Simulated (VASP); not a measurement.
# CdS: single point with PBE

CdS:

```
CELL_PARAMETERS angstrom
3.97865 0.00000 0.00000
-1.98932 3.44561 0.00000
0.00000 0.00000 6.49035
ATOMIC_POSITIONS crystal
Cd 0.66667 0.33333 0.50072
Cd 0.33333 0.66667 0.00072
S 0.66667 0.33333 0.87628
S 0.33333 0.66667 0.37628
```

```json
{"Program": "VASP 6.6.1", "Task": "single point", "Functional": "PBE", "Potentials or basis": "VASP PAW PBE potentials, release 64 (Cd, S)", "Cutoff": "520 eV", "k mesh": "9 × 9 × 4", "Occupations": "gaussian, width 0.02 eV", "Spin": "no spin polarisation", "Dipole correction": "no", "Further INCAR settings": "ALGO = Normal; EDIFF = 1e-06; NBANDS = 26"}
```

| Item | Value |
| --- | --- |
| Pressure | 12.6 GPa |
| Band gap on the k mesh | 1.47 eV, direct |

Stress tensor (GPa, compression positive):
```
12.56  0.00  0.00
 0.00 12.56  0.00
 0.00  0.00 12.63
```

Levels at points of the mesh, in eV from the valence-band top:
```
           k point  band 15  band 16  band 17  band 18  band 19  band 20  band 21  band 22
(0.00, 0.00, 0.00)    -0.93    -0.08     0.00     0.00     1.47     2.95     6.44     6.44
(0.00, 0.00, 0.50)    -0.48    -0.48    -0.48    -0.48     3.09     3.09     6.29     6.29
```

Wall time 64 s on 1 thread of Intel(R) Xeon(R) Platinum 8488C (Sapphire Rapids), with other jobs on the host, peak memory 0.23 GiB.

Expect the measured gap to be larger: semilocal functionals such as PBE lack the derivative discontinuity.
